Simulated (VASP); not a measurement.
**HoO3: single point with PBE**

The system is HoO3.

```
Ho O
1.0
     3.67125    0.00000    0.00000
    -1.83563    3.17940    0.00000
     0.00000    0.00000    4.04772
Ho O
1 3
Direct
  0.00000 0.00000 0.50000
  0.33333 0.66667 0.60999
  0.66667 0.33333 0.39001
  0.00000 0.00000 0.00000
```

The cell was generated, and may not be a known phase.

| Item | Value |
| --- | --- |
| Program | VASP 6.6.1 |
| Task | single point |
| Functional | PBE |
| Potentials or basis | VASP PAW PBE potentials, release 64 (Ho_3, O), 4f in core |
| Cutoff | 600 eV |
| k mesh | 6 × 6 × 4 |
| Occupations | gaussian, width 0.1 eV |
| Spin | no spin polarisation |

```json
{
  "Pressure": "36.0 GPa",
  "Largest force": "1.132 eV/Å",
  "Band gap on the k mesh": "zero (an odd number of electrons rules out a gap without spin polarisation)"
}
```

Forces on the atoms (eV/Å):
```
Ho   0.000  0.000  0.000
O    0.000  0.000  1.132
O    0.000  0.000 -1.132
O    0.000  0.000  0.000
```

Stress tensor (GPa, compression positive):
```
36.10  0.00  0.00
 0.00 36.10  0.00
 0.00  0.00 35.70
```

Levels at points of the mesh, in eV from the Fermi level:
```csv
k point,band 11,band 12,band 13,band 14,band 15,band 16
"(0.00, 0.00, 0.00)",-0.87,-0.87,0.22,0.45,0.45,7.77
"(0.50, 0.00, 0.00)",-1.32,-1.13,-0.71,0.11,0.53,7.68
"(0.00, 0.00, 0.50)",-1.34,-1.34,-0.81,0.28,0.28,9.67
"(0.50, 0.00, 0.50)",-1.98,-1.91,-0.26,0.03,0.11,9.38
```

Run time: 23 s on 1 thread of Intel(R) Xeon(R) 6975P-C (Granite Rapids), on a shared host, peak memory 0.19 GiB.

Caveat: the k points lie up to 0.39 Å⁻¹ apart, too coarse for converged energies and pressures of a metal; spin-orbit coupling is left out, which moves the levels of the heavy elements; the 4f electrons are frozen in the core, so they carry no moment and show no levels; an odd number of electrons without spin polarisation forces a metal; a magnetic or distorted state may lie lower; the run has no spin polarisation, though such a crystal can be magnetic. Spin polarisation is off, so any magnetic state and its effect on volume and gap are missing.
